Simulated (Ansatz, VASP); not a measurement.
**H2C: VASP beside Ansatz**

The input INCAR:

```
PREC = Accurate ; ENCUT = 520
EDIFF = 1E-6 ; ISMEAR = 0
SIGMA = 0.01 ; LREAL = F
LASPH = T ; NELM = 120
ALGO = Normal ; ISIF = 2
LWAVE = F ; LCHARG = F
GGA = PE ; IVDW = 12
NBANDS = 15 ; GGA_COMPAT = F
NELMDL = -8
```

KPOINTS

```
regular mesh
0
Gamma
  1 1 1
```

POSCAR

```
H2C
1.0
   12.0000000000      0.0000000000      0.0000000000
    0.0000000000     12.5000000000      0.0000000000
    0.0000000000      0.0000000000     13.0000000000
C H
2 4
Direct
    0.5000000000      0.5000000000      0.5512393249
    0.5000000000      0.5000000000      0.4487606751
    0.5000000000      0.5742480162      0.5953335202
    0.5000000000      0.4257519838      0.5953335202
    0.5000000000      0.5742480162      0.4046664798
    0.5000000000      0.4257519838      0.4046664798
```

Input for Ansatz:

```yaml
crystal:
  lattice:
    - [12.0, 0.0, 0.0]
    - [0.0, 12.5, 0.0]
    - [0.0, 0.0, 13.0]
  atoms:
    - { symbol: C, position: [0.5, 0.5, 0.5512393249] }
    - { symbol: C, position: [0.5, 0.5, 0.4487606751] }
    - { symbol: H, position: [0.5, 0.5742480162, 0.5953335202] }
    - { symbol: H, position: [0.5, 0.4257519838, 0.5953335202] }
    - { symbol: H, position: [0.5, 0.5742480162, 0.4046664798] }
    - { symbol: H, position: [0.5, 0.4257519838, 0.4046664798] }
scf:
  occupations: { method: fixed }
output:
  forces: true
hamiltonian:
  xc: pbe
  dispersion: d3bj
kpoints:
  mp_grid: { grid: [1, 1, 1] }
```

Alike in both runs: task single point; functional PBE; dispersion D3(BJ); k mesh 1 × 1 × 1; no spin polarisation.

```csv
,VASP,Ansatz
version,VASP 6.6.1,Ansatz 0.2.0
potentials or method,"VASP PAW PBE potentials, release 64 (C, H)","scalar-relativistic, plane waves, PAW"
plane-wave cutoff (eV),520,420
occupations,"gaussian, width 0.01 eV",fixed
valence electrons in the cell,12,12
```

```csv
,VASP,Ansatz,Ansatz less VASP
rms of the force components (eV/Å),0.012,0.002,-0.0103
```

Atom by atom the forces differ by 0.014 eV/Å (rms over components).
